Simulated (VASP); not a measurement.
# Fe (R-3m) in VASP: single point with PBE

Aim: the single point of Fe with PBE.

Everything below comes from runs of VASP 6.6.1. Logs are shortened: lines on timing, memory, paths and dates and some standing lists are left out, and cuts for length are marked.

## (1) The cell of the first run

The structure is trigonal, space group R-3m (No. 166). Conventional cell: a = 2.456 Å, b = 2.456 Å, c = 17.620 Å, α = 90.00°, β = 90.00°, γ = 120.00°. Fe (site symmetry -3m) has 12 Fe at 2.44 to 2.46 Å within 3.2 Å. Within 3.1 Å of Fe (site symmetry 3m) lie 12 Fe at 2.38 to 2.46 Å.

## (2) Single point, PBE

File INCAR:

```
ALGO = Fast ; EDIFF = 1E-6
ENCUT = 520 ; GGA = PE
ISIF = 2 ; ISMEAR = 0
LASPH = True ; LCHARG = False
LREAL = False ; LWAVE = False
NBANDS = 46 ; NELM = 80
PREC = Accurate ; SIGMA = 0.1
```

File KPOINTS:

```
k-points
0
Gamma
  21 21 3
```

File POSCAR:

```
Fe
1.0
    2.4556286091      0.0000000000      0.0000000000
   -1.2278143046      2.1266367578      0.0000000000
    0.0000000000      0.0000000000     17.6203499037
Fe
9
Direct
    0.0000000000      0.0000000000      0.0000000000
    0.3333333333      0.6666666667      0.1125328048
    0.0000000000      0.0000000000      0.2208005286
    0.3333333333      0.6666666667      0.3333333333
    0.6666666667      0.3333333333      0.4458661381
    0.3333333333      0.6666666667      0.5541338619
    0.6666666667      0.3333333333      0.6666666667
    0.0000000000      0.0000000000      0.7791994714
    0.6666666667      0.3333333333      0.8874671952
```

Potentials or basis: VASP PAW PBE potentials, release 64 (Fe).

Launch:

```console
cat potpaw_PBE.64/Fe/POTCAR > POTCAR
mpirun -np 1 vasp_std > vasp.out
```

OUTCAR:

```text
EDIFF = 1E-6
   ENCUT = 520
   GGA = PE
   ISIF = 2
   ISMEAR = 0
   LASPH = True
   LREAL = False
   NELM = 80
   PREC = Accurate

 ion  position               nearest neighbor table
   1  0.000  0.000  0.000-   2 2.44   9 2.44   9 2.44   2 2.44   9 2.44   2 2.44
   2  0.333  0.667  0.113-   3 2.38   3 2.38   3 2.38   1 2.44   1 2.44   1 2.44
   3  0.000  0.000  0.221-   2 2.38   2 2.38   2 2.38   4 2.44   4 2.44   4 2.44
   4  0.333  0.667  0.333-   3 2.44   3 2.44   3 2.44   5 2.44   5 2.44   5 2.44
   5  0.667  0.333  0.446-   6 2.38   6 2.38   6 2.38   4 2.44   4 2.44   4 2.44
   6  0.333  0.667  0.554-   5 2.38   5 2.38   5 2.38   7 2.44   7 2.44   7 2.44
   7  0.667  0.333  0.667-   8 2.44   8 2.44   8 2.44   6 2.44   6 2.44   6 2.44
   8  0.000  0.000  0.779-   9 2.38   9 2.38   9 2.38   7 2.44   7 2.44   7 2.44
   9  0.667  0.333  0.887-   8 2.38   8 2.38   8 2.38   1 2.44   1 2.44   1 2.44

  LATTYP: Found a hexagonal cell.
 ALAT       =     2.4556286091
 C/A-ratio  =     7.1754946324

  Lattice vectors:

 A1 = (   2.4556286091,   0.0000000000,   0.0000000000)
 A2 = (  -1.2278143046,   2.1266367578,   0.0000000000)
 A3 = (   0.0000000000,   0.0000000000,  17.6203499037)

Analysis of symmetry for initial positions (statically):
=====================================================================
 Subroutine PRICEL returns following result:

  LATTYP: Found a trigonal (rhomboedric) cell.
 ALAT       =     6.0421396712
 COS(alpha) =     0.9174125889

  Lattice vectors:

 A1 = (  -1.2278143044,   0.7088789192,  -5.8734499673)
 A2 = (   1.2278143043,   0.7088789194,  -5.8734499691)
 A3 = (   0.0000000002,  -1.4177578386,  -5.8734499673)

   3 primitive cells build up your supercell.

 Routine SETGRP: Setting up the symmetry group for a
 hexagonal supercell.

 Subroutine GETGRP returns: Found 12 space group operations
 (whereof 12 operations were pure point group operations)
 out of a pool of 24 trial point group operations.

The static configuration has the point symmetry D_3d.

Analysis of symmetry for dynamics (positions and initial velocities):
=====================================================================
 Subroutine PRICEL returns following result:

  LATTYP: Found a trigonal (rhomboedric) cell.
 ALAT       =     6.0421396712
 COS(alpha) =     0.9174125889

  Lattice vectors:

 A1 = (  -1.2278143044,   0.7088789192,  -5.8734499673)
 A2 = (   1.2278143043,   0.7088789194,  -5.8734499691)
 A3 = (   0.0000000002,  -1.4177578386,  -5.8734499673)

   3 primitive cells build up your supercell.

 Routine SETGRP: Setting up the symmetry group for a
 hexagonal supercell.

 Subroutine GETGRP returns: Found 12 space group operations
 (whereof 12 operations were pure point group operations)
 out of a pool of 24 trial point group operations.

The dynamic configuration has the point symmetry D_3d.

 Subroutine INISYM returns: Found 12 space group operations
 (whereof 12 operations are pure point group operations),
 and found     3 'primitive' translations

----------------------------------------------------------------------------------------

                                     Primitive cell

  volume of cell :      30.6725

  direct lattice vectors                    reciprocal lattice vectors
    -1.227814304  0.708878919 -5.873449967    -0.407227704  0.235113024 -0.056752562
     1.227814304  0.708878919 -5.873449969     0.407227704  0.235113024 -0.056752562
     0.000000000 -1.417757839 -5.873449967     0.000000000 -0.470226049 -0.056752562

  length of vectors
     6.042139671  6.042139673  6.042139671     0.473638460  0.473638460  0.473638460

  position of ions in fractional coordinates (direct lattice)
     0.000000000  0.000000000  0.000000000
     0.220800529  0.220800529  0.220800529
     0.779199471  0.779199471  0.779199471

  ion indices of the primitive-cell ions
   primitive index   ion index
                 1           1
                 2           8
                 3           3

----------------------------------------------------------------------------------------

 KPOINTS: k-points

Automatic generation of k-mesh.
 Grid dimensions read from file:
 generate k-points for:   21   21    3

 Generating k-lattice:

  Cartesian coordinates                     Fractional coordinates (reciprocal lattice)
     0.019391795  0.011195858  0.000000000     0.047619048 -0.000000000  0.000000000
     0.000000000  0.022391717  0.000000000     0.000000000  0.047619048  0.000000000
     0.000000000  0.000000000  0.018917521     0.000000000  0.000000000  0.333333333

  Length of vectors
     0.022391717  0.022391717  0.018917521

  Shift w.r.t. Gamma in fractional coordinates (k-lattice)
     0.000000000  0.000000000  0.000000000

 Subroutine IBZKPT returns following result:
 ===========================================

 Found    133 irreducible k-points:

 Following reciprocal coordinates:
            Coordinates               Weight
  0.000000  0.000000  0.000000      1.000000
  0.047619  0.000000  0.000000      6.000000
  0.095238  0.000000  0.000000      6.000000
  0.142857 -0.000000  0.000000      6.000000
  0.190476  0.000000  0.000000      6.000000
  0.238095  0.000000  0.000000      6.000000
[... 16 lines left out ...]
  0.142857  0.095238  0.000000     12.000000
  0.190476  0.095238  0.000000     12.000000
 [... further k-points ...]
   k-points           NKPTS =    133   k-points in BZ     NKDIM =    133   number of bands    NBANDS=     46
   number of dos      NEDOS =    301   number of ions     NIONS =      9
   total plane-waves  NPLWV =  45360
   dimension x,y,z NGX =    18 NGY =   18 NGZ =  140
   dimension x,y,z NGXF=    36 NGYF=   36 NGZF=  280
   ions per type =               9
   NGX,Y,Z   is equivalent  to a cutoff of  12.19, 12.19, 13.21 a.u.
   NGXF,Y,Z  is equivalent  to a cutoff of  24.37, 24.37, 26.42 a.u.
 SYSTEM =  unknown system
   PREC   = accura    normal or accurate (medium, high low for compatibility)
   ISTART =      0    job   : 0-new  1-cont  2-samecut
   ICHARG =      2    charge: 1-file 2-atom 10-const
   ISPIN  =      1    spin polarized calculation?
   LNONCOLLINEAR =      F non collinear calculations
   LSORBIT =      F    spin-orbit coupling
   LASPH  =      T    aspherical Exc in radial PAW
   ENCUT  =  520.0 eV  38.22 Ry    6.18 a.u.   4.57  4.57 32.76*2*pi/ulx,y,z
   NELM   =     80;   NELMIN=  2; NELMDL= -5     # of ELM steps
   EDIFF  = 0.1E-05   stopping-criterion for ELM
   LREAL  =      F    real-space projection
[... 7 lines left out ...]
   TEBEG  =    0.0;   TEEND  =   0.0 temperature during run
   PSTRESS=    0.0 pullay stress
   NELECT =      72.0000    total number of electrons
   NUPDOWN=      -1.0000    fix difference up-down
   EMIN   =  10.00;   EMAX   =-10.00  energy-range for DOS
   EFERMI =   0.00;   METHOD = LEGACY
   ISMEAR =     0;   SIGMA  =   0.10  broadening in eV -4-tet -1-fermi 0-gaus
   EFERMI_NEDOS =   21; number of points for ismear=-14 and -15
   IALGO  =     68    algorithm
   IMIX   =      4    mixing-type and parameters
     AMIX     =   0.40;   BMIX     =  1.00
     AMIX_MAG =   1.60;   BMIX_MAG =  1.00
  volume/ion in A,a.u.               =      10.22        69.00
  Fermi-wavevector in a.u.,A,eV,Ry     =   1.508558  2.850762 30.963441  2.275749
  Thomas-Fermi vector in A             =   2.618997
   LORBIT       =      0    0 simple, 1 ext, 2 COOP (PROOUT), +10 PAW based schemes
   GGA     = PE    functional components
   LHFCALC =     F    Hartree Fock is set to
   AEXX    =    0.0000 exact exchange contribution
   IVDW    =     0    specifies the selected vdW correction
   LEPSILON=     F    determine dielectric tensor
   LRPA    =     F    only Hartree local field effects (RPA)
 non-spin polarized calculation
 RMM-DIIS sequential band-by-band and
 Gauss-broadening in eV      SIGMA  =   0.10
  energy-cutoff  :      520.00
  volume of cell :       92.02
 maximum number of plane-waves:      2517
   NGX =  9   NGY =  9   NGZ = 65

 number of electron      72.0000038 magnetization

 Free energy of the ion-electron system (eV)
  ---------------------------------------------------
  ext. energy  EPLUGINS =         0.00000000
  ---------------------------------------------------
  free energy    TOTEN  =       -73.17422234 eV

  energy without entropy =      -73.11190518  energy(sigma->0) =      -73.14306376

 E-fermi :   6.8826     XC(G=0): -13.7720

 val. band max:        6.8825500142   @ k =   0.0000   0.0000   0.0000
 cond. band min:       6.8838785390   @ k =  -0.0476   0.3333   0.3333
 fundamental gap:      0.0013285249
 Fermi energy:         6.8826080624

 k-point     1 :       0.0000    0.0000    0.0000
  band No.  band energies     occupation
      1      -2.0271      2.00000
      2      -1.4912      2.00000
      3      -1.4912      2.00000
      4      -0.0475      2.00000
      5      -0.0475      2.00000
      6       1.4496      2.00000
[... 38 lines left out ...]
     45       7.0134      0.06436
     46       7.0140      0.06314

 k-point     2 :       0.0476    0.0000    0.0000
  band No.  band energies     occupation
      1      -1.9423      2.00000
      2      -1.4095      2.00000
      3      -1.4095      2.00000
      4       0.0264      2.00000
      5       0.0266      2.00000
      6       1.5175      2.00000
[... 38 lines left out ...]
     45       7.0690      0.00838
     46       7.0935      0.00286

 k-point     3 :       0.0952    0.0000    0.0000
  band No.  band energies     occupation
      1      -1.6909      2.00000
      2      -1.1684      2.00000
      3      -1.1681      2.00000
      4       0.2414      2.00000
      5       0.2431      2.00000
      6       1.7131      2.00000
[... 38 lines left out ...]
     45       7.1120      0.00118
     46       7.2137      0.00000

 k-point     4 :       0.1429   -0.0000    0.0000
  band No.  band energies     occupation
      1      -1.2834      2.00000
      2      -0.7808      2.00000
      3      -0.7793      2.00000
      4       0.5760      2.00000
      5       0.5820      2.00000
      6       2.0074      2.00000
[... 920 lines left out ...]
     45       7.3285      0.00000
     46       7.3300      0.00000

 k-point    23 :       0.1429    0.0952    0.0000
  band No.  band energies     occupation
      1      -0.5093      2.00000
      2      -0.0545      2.00000
      3      -0.0521      2.00000
      4       1.1685      2.00000
      5       1.1748      2.00000
      6       2.4983      2.00000
[... 38 lines left out ...]
     45       7.3784      0.00000
     46       7.3942      0.00000

 k-point    24 :       0.1905    0.0952    0.0000
  band No.  band energies     occupation
      1       0.1305      2.00000
      2       0.5243      2.00000
      3       0.5347      2.00000
      4       1.5765      2.00000
      5       1.5927      2.00000
      6       2.7303      2.00000
[... 38 lines left out ...]
     45       7.3914      0.00000
     46       7.4680      0.00000

 [... further k-points ...]

------------------------ aborting loop because EDIFF is reached ----------------------------------------

  FORCE on cell =-STRESS in cart. coord.  units (eV):
  Direction    XX          YY          ZZ          XY          YZ          ZX
  --------------------------------------------------------------------------------------
  -------------------------------------------------------------------------------------
  Total       -0.3423752     -0.3423752     -0.4382659      0.0000000      0.0000000      0.0000000
  in kB       -5.9613180     -5.9613180     -7.6309354      0.0000000      0.0000000      0.0000000
  external PRESSURE =      -6.5178571 kB  Pullay stress =       0.0000000 kB

 VOLUME and BASIS-vectors are now :
 -----------------------------------------------------------------------------
  energy-cutoff  :      520.00
  volume of cell :       92.02
      direct lattice vectors                 reciprocal lattice vectors
     2.455628609  0.000000000  0.000000000     0.407227704  0.235113024  0.000000000
    -1.227814305  2.126636758  0.000000000     0.000000000  0.470226049  0.000000000
     0.000000000  0.000000000 17.620349904     0.000000000  0.000000000  0.056752562

 POSITION                                       TOTAL-FORCE (eV/Angst)
 -----------------------------------------------------------------------------------
      0.00000      0.00000      0.00000        -0.000000     -0.000000      0.000000
     -0.00000      1.41776      1.98287         0.000000      0.000000      0.000830
      0.00000      0.00000      3.89058        -0.000000     -0.000000     -0.000830
     -0.00000      1.41776      5.87345        -0.000000     -0.000000      0.000000
      1.22781      0.70888      7.85632        -0.000000      0.000000      0.000830
     -0.00000      1.41776      9.76403         0.000000     -0.000000     -0.000830
      1.22781      0.70888     11.74690        -0.000000     -0.000000      0.000000
      0.00000      0.00000     13.72977         0.000000      0.000000      0.000830
      1.22781      0.70888     15.63748        -0.000000      0.000000     -0.000830
 -----------------------------------------------------------------------------------
    total drift:                               -0.000000      0.000000      0.000000

  FREE ENERGIE OF THE ION-ELECTRON SYSTEM (eV)
  ---------------------------------------------------
  free  energy   TOTEN  =       -73.1742223403 eV

  energy  without entropy=      -73.1119051797  energy(sigma->0) =      -73.14306376
```

Run time: 9.9 min. Hardware: 1 thread of AMD EPYC 9R45 (Zen 5), shared host; peak memory 0.45 GiB.

Results:

```yaml
Free_energy: -73.1742 eV
Pressure: -0.7 GPa
Band_gap_on_the_k_mesh: zero (bands 36 and 37 overlap by 1.74 eV)
```

Stress tensor (GPa, compression positive):
```
-0.60  0.00  0.00
 0.00 -0.60  0.00
 0.00  0.00 -0.76
```

Caveat: the run has no spin polarisation, though such a crystal can be magnetic.
